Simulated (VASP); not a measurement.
# AgPdCl3 in VASP: notebook

The runs below take AgPdCl3 through single point, relaxation of cell and atoms, with PBE.

Program: VASP 6.6.1. These are calculated values, not measurements. Logs are shortened: lines on timing, memory, paths and dates and some standing lists are left out, and cuts for length are marked.

## 1. The cell of the first run

Symmetry: Pm-3m, No. 221, cubic system. The conventional cell has a = 4.728 Å, b = 4.728 Å, c = 4.728 Å, α = 90.00°, β = 90.00°, γ = 90.00°. Within 3.1 Å of Ag (site symmetry m-3m) lie 6 Cl at 2.36 Å. Pd (site symmetry m-3m) has 12 Cl at 3.34 Å and 8 Ag at 4.09 Å within 4.4 Å. Within 3.1 Å of Cl (site symmetry 4/mmm) lie 2 Ag at 2.36 Å.

## 2. Single point, PBE

Input file INCAR:

```
  PREC = Accurate
  ENCUT = 520
  EDIFF = 1E-7
  ISMEAR = 0
  SIGMA = 0.1
  LREAL = False
  LASPH = True
  NELM = 80
  ALGO = Normal
  ISIF = 2
  LWAVE = False
  LCHARG = True
  GGA = PE
  LELF = True
  LVHAR = True
  NBANDS = 29
```

Input file KPOINTS:

```
Automatic mesh
0
Gamma
  4 4 4
```

Input file POSCAR:

```
AgPdCl3
1.0
    4.7279068565      0.0000000000      0.0000000000
    0.0000000000      4.7279068565      0.0000000000
    0.0000000000      0.0000000000      4.7279068565
Ag Pd Cl
1 1 3
Direct
    0.5000000000      0.5000000000      0.5000000000
    0.0000000000      0.0000000000      0.0000000000
    0.0000000000      0.5000000000      0.5000000000
    0.5000000000      0.0000000000      0.5000000000
    0.5000000000      0.5000000000      0.0000000000
```

Potentials or basis: VASP PAW PBE potentials, release 64 (Ag, Pd, Cl).

Launch:

```
$ cat potpaw_PBE.64/Ag/POTCAR potpaw_PBE.64/Pd/POTCAR potpaw_PBE.64/Cl/POTCAR > POTCAR
$ mpirun -np 1 vasp_std > vasp.out
```

OUTCAR:

```text
PREC = Accurate
   ENCUT = 520
   EDIFF = 1E-7
   ISMEAR = 0
   LREAL = False
   LASPH = True
   NELM = 80
   ISIF = 2
   GGA = PE

 ion  position               nearest neighbor table
   1  0.500  0.500  0.500-   3 2.36   4 2.36   5 2.36   5 2.36   4 2.36   3 2.36
   2  0.000  0.000  0.000-
   3  0.000  0.500  0.500-   1 2.36   1 2.36
   4  0.500  0.000  0.500-   1 2.36   1 2.36
   5  0.500  0.500  0.000-   1 2.36   1 2.36

  LATTYP: Found a simple cubic cell.
 ALAT       =     4.7279068565

  Lattice vectors:

 A1 = (   4.7279068565,   0.0000000000,   0.0000000000)
 A2 = (   0.0000000000,   4.7279068565,   0.0000000000)
 A3 = (   0.0000000000,   0.0000000000,   4.7279068565)

Analysis of symmetry for initial positions (statically):
=====================================================================
 Subroutine PRICEL returns:
 Original cell was already a primitive cell.

 Routine SETGRP: Setting up the symmetry group for a
 simple cubic supercell.

 Subroutine GETGRP returns: Found 48 space group operations
 (whereof 48 operations were pure point group operations)
 out of a pool of 48 trial point group operations.

The static configuration has the point symmetry O_h .

Analysis of symmetry for dynamics (positions and initial velocities):
=====================================================================
 Subroutine PRICEL returns:
 Original cell was already a primitive cell.

 Routine SETGRP: Setting up the symmetry group for a
 simple cubic supercell.

 Subroutine GETGRP returns: Found 48 space group operations
 (whereof 48 operations were pure point group operations)
 out of a pool of 48 trial point group operations.

The dynamic configuration has the point symmetry O_h .

 Subroutine INISYM returns: Found 48 space group operations
 (whereof 48 operations are pure point group operations),
 and found     1 'primitive' translations

----------------------------------------------------------------------------------------

                                     Primitive cell

  volume of cell :     105.6834

  direct lattice vectors                    reciprocal lattice vectors
     4.727906856  0.000000000  0.000000000     0.211510089  0.000000000  0.000000000
     0.000000000  4.727906856  0.000000000     0.000000000  0.211510089  0.000000000
     0.000000000  0.000000000  4.727906856     0.000000000  0.000000000  0.211510089

  length of vectors
     4.727906856  4.727906856  4.727906856     0.211510089  0.211510089  0.211510089

  position of ions in fractional coordinates (direct lattice)
     0.500000000  0.500000000  0.500000000
     0.000000000  0.000000000  0.000000000
     0.000000000  0.500000000  0.500000000
     0.500000000  0.000000000  0.500000000
     0.500000000  0.500000000  0.000000000

  ion indices of the primitive-cell ions
   primitive index   ion index
                 1           1
                 2           2
                 3           3
                 4           4
                 5           5

----------------------------------------------------------------------------------------

 KPOINTS: Automatic mesh

Automatic generation of k-mesh.
 Grid dimensions read from file:
 generate k-points for:    4    4    4

 Generating k-lattice:

  Cartesian coordinates                     Fractional coordinates (reciprocal lattice)
     0.052877522  0.000000000  0.000000000     0.250000000  0.000000000  0.000000000
     0.000000000  0.052877522  0.000000000     0.000000000  0.250000000  0.000000000
     0.000000000  0.000000000  0.052877522     0.000000000  0.000000000  0.250000000

  Length of vectors
     0.052877522  0.052877522  0.052877522

  Shift w.r.t. Gamma in fractional coordinates (k-lattice)
     0.000000000  0.000000000  0.000000000

 Subroutine IBZKPT returns following result:
 ===========================================

 Found     10 irreducible k-points:

 Following reciprocal coordinates:
            Coordinates               Weight
  0.000000  0.000000  0.000000      1.000000
  0.250000  0.000000  0.000000      6.000000
[... 51 lines left out ...]

 k-point     4 :       0.2500    0.2500    0.0000
  band No.  band energies     occupation
      1     -11.7367      2.00000
      2     -11.0398      2.00000
      3     -11.0081      2.00000
      4      -2.3746      2.00000
      5      -2.2706      2.00000
      6      -1.3737      2.00000
[... 21 lines left out ...]
     28      12.7971      0.00000
     29      13.5300      0.00000

 k-point     5 :       0.5000    0.2500    0.0000
  band No.  band energies     occupation
      1     -11.5490      2.00000
      2     -11.1005      2.00000
      3     -11.0093      2.00000
      4      -3.0836      2.00000
      5      -2.2780      2.00000
      6      -1.7031      2.00000
[... 21 lines left out ...]
     28      12.7945      0.00000
     29      13.2569      0.00000

 k-point     6 :       0.5000    0.5000    0.0000
  band No.  band energies     occupation
      1     -11.3481      2.00000
      2     -11.0859      2.00000
      3     -11.0859      2.00000
      4      -3.1665      2.00000
      5      -3.0160      2.00000
      6      -2.0232      2.00000
[... 21 lines left out ...]
     28      11.9253      0.00000
     29      13.0558      0.00000

 k-point     7 :       0.2500    0.2500    0.2500
  band No.  band energies     occupation
      1     -11.5916      2.00000
      2     -11.0313      2.00000
      3     -11.0313      2.00000
      4      -2.3538      2.00000
      5      -2.3538      2.00000
      6      -2.1367      2.00000
[... 21 lines left out ...]
     28      13.2910      0.00000
     29      13.2910      0.00000

 k-point     8 :       0.5000    0.2500    0.2500
  band No.  band energies     occupation
      1     -11.4055      2.00000
      2     -11.0884      2.00000
      3     -11.0228      2.00000
      4      -3.0822      2.00000
      5      -2.3242      2.00000
      6      -2.1319      2.00000
[... 21 lines left out ...]
     28      12.2432      0.00000
     29      12.8445      0.00000

 k-point     9 :       0.5000    0.5000    0.2500
  band No.  band energies     occupation
      1     -11.2131      2.00000
      2     -11.0762      2.00000
      3     -11.0762      2.00000
      4      -3.1679      2.00000
      5      -3.0130      2.00000
      6      -2.1818      2.00000
[... 21 lines left out ...]
     28      11.7888      0.00000
     29      11.7888      0.00000

 k-point    10 :       0.5000    0.5000    0.5000
  band No.  band energies     occupation
      1     -11.0665      2.00000
      2     -11.0665      2.00000
      3     -11.0665      2.00000
      4      -3.2831      2.00000
      5      -3.0099      2.00000
      6      -3.0099      2.00000
[... 21 lines left out ...]
     28      12.4027      0.00000
     29      12.4027      0.00000

------------------------ aborting loop because EDIFF is reached ----------------------------------------

  FORCE on cell =-STRESS in cart. coord.  units (eV):
  Direction    XX          YY          ZZ          XY          YZ          ZX
  --------------------------------------------------------------------------------------
  -------------------------------------------------------------------------------------
  Total        6.2254699      6.2254699      6.2254699      0.0000000     -0.0000000      0.0000000
  in kB       94.3791332     94.3791332     94.3791332      0.0000000     -0.0000000      0.0000000
  external PRESSURE =      94.3791332 kB  Pullay stress =       0.0000000 kB

 VOLUME and BASIS-vectors are now :
 -----------------------------------------------------------------------------
  energy-cutoff  :      520.00
  volume of cell :      105.68
      direct lattice vectors                 reciprocal lattice vectors
     4.727906856  0.000000000  0.000000000     0.211510089  0.000000000  0.000000000
     0.000000000  4.727906856  0.000000000     0.000000000  0.211510089  0.000000000
     0.000000000  0.000000000  4.727906856     0.000000000  0.000000000  0.211510089

 POSITION                                       TOTAL-FORCE (eV/Angst)
 -----------------------------------------------------------------------------------
      2.36395      2.36395      2.36395         0.000000      0.000000      0.000000
      0.00000      0.00000      0.00000         0.000000      0.000000      0.000000
      0.00000      2.36395      2.36395         0.000000      0.000000      0.000000
      2.36395      0.00000      2.36395         0.000000      0.000000      0.000000
      2.36395      2.36395      0.00000         0.000000      0.000000      0.000000
 -----------------------------------------------------------------------------------
    total drift:                                0.000000      0.000000      0.000000

  FREE ENERGIE OF THE ION-ELECTRON SYSTEM (eV)
  ---------------------------------------------------
  free  energy   TOTEN  =       -11.8639227664 eV

  energy  without entropy=      -11.8050346776  energy(sigma->0) =      -11.83447872
```

Run time: 17 s. Hardware: 1 thread of Intel Xeon 6975P-C (Granite Rapids), shared host; peak memory 0.22 GiB.

Results:

| Property | Result |
| --- | --- |
| Free energy | -11.8639 eV |
| Pressure | 9.4 GPa |
| Band gap on the k mesh | zero (band 21 reaches 5.16 eV, above the bottom of band 22 at 3.11 eV) |

Levels at points of the mesh, in eV from the Fermi level:
| k point | band 18 | band 19 | band 20 | band 21 | band 22 | band 23 | band 24 | band 25 |
| --- | --- | --- | --- | --- | --- | --- | --- | --- |
| (0.00, 0.00, 0.00) | -0.53 | -0.53 | -0.46 | -0.46 | -0.46 | 1.47 | 3.75 | 8.35 |
| (0.50, 0.00, 0.00) | -0.47 | -0.38 | -0.05 | -0.01 | -0.01 | 3.60 | 5.26 | 7.15 |
| (0.50, 0.50, 0.00) | -0.27 | -0.08 | 0.06 | 0.06 | 1.58 | 3.69 | 6.52 | 6.99 |
| (0.50, 0.50, 0.50) | -0.45 | -0.33 | -0.33 | 1.59 | 1.59 | 1.93 | 7.16 | 7.16 |

## 3. Single point, PBE, collinear spin, ferromagnetic start

This run uses another cell than the first one, of 25.01 Å³/atom, 1.183 times its volume.

Input file INCAR:

```
  PREC = Accurate
  ENCUT = 520
  EDIFF = 1E-6
  ISMEAR = 0
  SIGMA = 0.1
  LREAL = False
  LASPH = True
  NELM = 150
  ALGO = Normal
  ISIF = 2
  LWAVE = False
  LCHARG = False
  ISPIN = 2
  MAGMOM = 0 0.84 0 0 0
  LORBIT = 11
  LMAXMIX = 4
  GGA = PE
  NBANDS = 33
```

KPOINTS is that of step 2.

POSCAR, as its differences from that of step 2:

```diff
@@ -2,5 +2,5 @@
 1.0
-    4.7279068565      0.0000000000      0.0000000000
-    0.0000000000      4.7279068565      0.0000000000
-    0.0000000000      0.0000000000      4.7279068565
+    5.0004157003      0.0000000000      0.0000000000
+    0.0000000000      5.0004157003      0.0000000000
+    0.0000000000      0.0000000000      5.0004157003
 Ag Pd Cl
```

Potentials or basis: VASP PAW PBE potentials, release 64 (Ag, Pd, Cl).

Launch:

```
$ cat potpaw_PBE.64/Ag/POTCAR potpaw_PBE.64/Pd/POTCAR potpaw_PBE.64/Cl/POTCAR > POTCAR
$ mpirun -np 1 vasp_std > vasp.out
```

It took 56 s on 1 thread of Intel Xeon 6975P-C (Granite Rapids), shared host; peak memory 0.32 GiB.

Results (log left out):

```yaml
Free_energy: -12.4224 eV
Pressure: 0.0 GPa
Net_moment: 0.93 μB per cell
Site_moments: Ag -0.00; Pd +0.79; Cl +0.03 μB
Valence_electrons_inside_the_program's_atomic_spheres: Ag 9.73; Pd 8.72; Cl 5.07
```

Levels at points of the mesh, in eV from the Fermi level:
Spin up:
| k point | band 17 | band 18 | band 19 | band 20 | band 21 | band 22 | band 23 | band 24 | band 25 | band 26 |
| --- | --- | --- | --- | --- | --- | --- | --- | --- | --- | --- |
| (0.00, 0.00, 0.00) | -1.43 | -0.90 | -0.90 | -0.90 | -0.76 | -0.76 | 1.47 | 3.25 | 8.39 | 8.39 |
| (0.50, 0.00, 0.00) | -1.15 | -0.90 | -0.67 | -0.51 | -0.51 | -0.40 | 3.08 | 5.30 | 6.07 | 7.53 |
| (0.50, 0.50, 0.00) | -0.87 | -0.58 | -0.44 | -0.44 | -0.40 | 1.03 | 3.18 | 6.57 | 6.57 | 6.61 |
| (0.50, 0.50, 0.50) | -0.88 | -0.88 | -0.65 | -0.65 | 1.04 | 1.04 | 1.99 | 7.03 | 7.03 | 7.03 |
Spin down:
| k point | band 17 | band 18 | band 19 | band 20 | band 21 | band 22 | band 23 | band 24 |
| --- | --- | --- | --- | --- | --- | --- | --- | --- |
| (0.00, 0.00, 0.00) | -1.40 | -0.42 | -0.42 | -0.23 | -0.23 | -0.23 | 1.64 | 3.26 |
| (0.50, 0.00, 0.00) | -1.14 | -0.32 | -0.24 | -0.09 | 0.07 | 0.07 | 3.28 | 5.37 |
| (0.50, 0.50, 0.00) | -0.24 | -0.21 | -0.11 | 0.10 | 0.10 | 1.04 | 3.39 | 6.66 |
| (0.50, 0.50, 0.50) | -0.29 | -0.24 | -0.24 | -0.24 | 1.05 | 1.05 | 2.19 | 7.05 |

## 4. Relaxation of cell and atoms, PBE

This run uses another cell than the first one, of 19.17 Å³/atom, 0.907 times its volume.

Input file INCAR:

```
SYSTEM = AgPdCl3
PREC = Accurate
ENCUT = 600
EDIFF = 1E-6
ISMEAR = 0
SIGMA = 0.1
LREAL = .FALSE.
LASPH = .TRUE.
NELM = 60
ALGO = Normal
ISIF = 3
LWAVE = .FALSE.
LCHARG = .FALSE.
GGA = PE
IBRION = 2
NSW = 90
EDIFFG = -0.04
```

Input file KPOINTS:

```
regular mesh
0
G
  4 4 4
  0 0 0
```

Input file POSCAR:

```
AgPdCl3
1.0
    4.5571480277      0.0000000000      0.0000000000
    0.0000000000      4.5571480277      0.0000000000
    0.0000000000      0.0000000000      4.6142551458
Ag Pd Cl
1 1 3
Direct
    0.0000000000      0.0000000000      0.0000000000
    0.5000000000      0.5000000000      0.5150000000
    0.5000000000      0.5000000000      0.9750000000
    0.0000000000      0.5000000000      0.4850000000
    0.5000000000      0.0000000000      0.4850000000
```

Launch:

```
$ cat potpaw_PBE.64/Ag/POTCAR potpaw_PBE.64/Pd/POTCAR potpaw_PBE.64/Cl/POTCAR > POTCAR
$ mpirun -np 1 vasp_std > vasp.out
```

It took 11 min on 1 thread of Intel Xeon 6975P-C (Granite Rapids), shared host; peak memory 0.26 GiB.

Results (log left out):

```
Free energy                            : -15.0279 eV
Relaxed volume                         : 25.80 Å³/atom
Relaxed cell                           : a = 5.185 Å, b = 5.185 Å, c = 4.800 Å, α = 90.00°, β = 90.00°, γ = 90.00°
Space group after relaxing (to 0.05 Å) : P4mm (No. 99)
Energy gained by relaxing              : 321.3 meV/atom
Ionic steps                            : 51
Pressure after relaxing                : 0.1 GPa
Largest force after relaxing           : 0.009 eV/Å
Band gap on the k mesh                 : zero (band 21 reaches 3.15 eV, above the bottom of band 22 at 0.46 eV)
```

Forces in eV/Å, atoms in the order of the input:
```
Ag   0.000  0.000  0.008
Pd   0.000  0.000 -0.004
Cl   0.000  0.000 -0.009
Cl   0.000  0.000  0.002
Cl   0.000  0.000  0.002
```

Stress tensor (GPa, compression positive):
```
0.02 0.00 0.00
0.00 0.02 0.00
0.00 0.00 0.14
```

Step by step:
```tsv
step	energy change (eV)	largest force (eV/Å)	pressure (GPa)	volume (Å³)
1	0.0000	3.7675	16.79	95.83
3	-1.0936	0.5009	1.10	114.26
5	-1.0940	0.5307	0.92	114.68
7	-1.1140	0.1106	-0.30	117.36
9	-1.1168	0.1238	0.10	116.34
11	-1.1252	0.1738	0.18	116.18
13	-1.1589	0.3624	0.91	115.29
15	-1.1591	0.3768	1.05	115.17
17	-1.1605	0.3823	1.05	115.20
19	-1.1661	0.4049	1.10	115.36
21	-1.1683	0.4578	1.57	115.95
23	-1.1831	0.4540	1.27	116.09
25	-1.2737	0.4674	0.79	119.44
27	-1.4366	0.2412	-0.17	126.28
29	-1.5358	0.2311	-1.44	132.50
31	-1.5677	0.1587	0.11	127.87
33	-1.5707	0.1429	0.13	127.76
35	-1.5833	0.0575	-0.10	128.54
37	-1.5860	0.0662	0.04	128.03
39	-1.5884	0.0741	-0.16	128.75
41	-1.5877	0.0720	-1.04	132.05
43	-1.5909	0.0799	-0.56	130.27
45	-1.5918	0.0795	-0.56	130.30
47	-1.5951	0.0696	-0.56	130.42
49	-1.6017	0.0254	-0.60	130.92
51	-1.6063	0.0094	0.06	129.01
```

Final structure:
```xyz
5
Lattice="5.1846 0.0000 0.0000 0.0000 5.1846 0.0000 0.0000 0.0000 4.7997" Properties=species:S:1:pos:R:3 pbc="T T T"
Ag    0.0000    0.0000    1.8421
Pd    2.5923    2.5923    1.8971
Cl    2.5923    2.5923    4.2966
Cl    5.1846    2.5923    1.8857
Cl    2.5923    0.0000    1.8857
```

Levels at points of the mesh, in eV from the Fermi level:
```tsv
k point	band 19	band 20	band 21	band 22	band 23	band 24
(0.00, 0.00, 0.00)	-1.78	-1.70	-1.70	-1.63	1.37	3.29
(0.50, 0.00, 0.00)	-1.61	-1.44	-1.32	-0.43	3.86	5.55
(0.50, 0.50, 0.00)	-1.15	-1.10	0.18	1.06	5.13	5.90
(0.00, 0.00, 0.50)	-1.62	-0.50	-0.50	-0.36	2.09	5.05
(0.50, 0.00, 0.50)	-1.28	-0.56	-0.49	1.67	4.55	4.73
(0.50, 0.50, 0.50)	-0.54	0.18	1.07	1.96	3.66	5.54
```

Caveat: the volume moved by over 15 % at a fixed basis, so the end points are rough.

## 5. Single point, PBE, collinear spin, ferromagnetic start

This run uses another cell than the first one, of 25.01 Å³/atom, 1.183 times its volume.

Input file INCAR:

```
  ALGO = Normal
  EDIFF = 1E-6
  ENCUT = 520
  GGA = PE
  ISIF = 2
  ISMEAR = 0
  ISPIN = 2
  LASPH = T
  LCHARG = F
  LMAXMIX = 4
  LORBIT = 11
  LREAL = F
  LWAVE = F
  MAGMOM = 0 0.88 0 0 0
  NBANDS = 33
  NELM = 150
  PREC = Accurate
  SIGMA = 0.1
```

Input file KPOINTS:

```
k-points
0
Gamma
  8 8 8
```

Input file POSCAR:

```
AgPdCl3
1.0
    5.0004157003      0.0000000000      0.0000000000
    0.0000000000      5.0004157003      0.0000000000
    0.0000000000      0.0000000000      5.0004157003
Ag Pd Cl
1 1 3
Direct
    0.5000000000      0.5000000000      0.5000000000
    0.0000000000      0.0000000000      0.0000000000
    0.0000000000      0.5000000000      0.5000000000
    0.5000000000      0.0000000000      0.5000000000
    0.5000000000      0.5000000000      0.0000000000
```

Launch:

```
$ cat potpaw_PBE.64/Ag/POTCAR potpaw_PBE.64/Pd/POTCAR potpaw_PBE.64/Cl/POTCAR > POTCAR
$ mpirun -np 1 vasp_std > vasp.out
```

Run time: 9.5 min. Hardware: 1 thread of Oxide Virtual Turin-like, shared host; peak memory 0.4 GiB.

The run converged. Its results:

```yaml
Free_energy: -12.4821 eV
Pressure: -0.2 GPa
Net_moment: 0.94 μB per cell
Site_moments: Ag +0.01; Pd +0.79; Cl +0.04 μB
Valence_electrons_inside_the_program's_atomic_spheres: Ag 9.74; Pd 8.72; Cl 5.07
```

Levels at points of the mesh, in eV from the Fermi level:
Spin up:
```csv
k point,band 18,band 19,band 20,band 21,band 22,band 23,band 24,band 25,band 26,band 27
"(0.00, 0.00, 0.00)",-0.90,-0.90,-0.90,-0.76,-0.76,1.45,3.21,8.36,8.36,8.82
"(0.50, 0.00, 0.00)",-0.90,-0.67,-0.52,-0.52,-0.40,3.06,5.27,6.03,7.51,7.51
"(0.50, 0.50, 0.00)",-0.58,-0.45,-0.45,-0.41,0.99,3.16,6.54,6.54,6.59,8.02
"(0.50, 0.50, 0.50)",-0.90,-0.64,-0.64,0.99,0.99,1.98,6.99,6.99,6.99,8.03
```
Spin down:
```
           k point  band 17  band 18  band 19  band 20  band 21  band 22  band 23  band 24
(0.00, 0.00, 0.00)    -1.43    -0.43    -0.43    -0.24    -0.24    -0.24     1.62     3.23
(0.50, 0.00, 0.00)    -1.18    -0.33    -0.24    -0.10     0.06     0.06     3.26     5.34
(0.50, 0.50, 0.00)    -0.25    -0.21    -0.12     0.09     0.09     1.01     3.37     6.63
(0.50, 0.50, 0.50)    -0.30    -0.24    -0.24    -0.24     1.01     1.01     2.17     7.02
```

## 6. The runs side by side

```tsv
task	spin	cell	k mesh	cutoff (eV)	gap on the mesh (eV)	pressure (GPa)	moment (μB)
single point	off	a = 4.728 Å, 5 atoms	4 × 4 × 4	520	none	9.4	-
single point	collinear, ferromagnetic start	a = 5.000 Å, 5 atoms	4 × 4 × 4	520	none	0.0	0.93
relaxation of cell and atoms	off	relaxed from a = 4.557, b = 4.557, c = 4.614 Å, 5 atoms	4 × 4 × 4	600	none	0.1	-
single point	collinear, ferromagnetic start	a = 5.000 Å, 5 atoms	8 × 8 × 8	520	none	-0.2	0.94
```

Alike in all rows: level PBE; potentials or basis VASP PAW PBE potentials, release 64 (Ag, Pd, Cl); smearing gaussian 0.1 eV.

Caveats: the volume moved by over 15 % at a fixed basis, so the end points are rough (some runs).

Absolute energies hang on the potentials; compare differences alone.
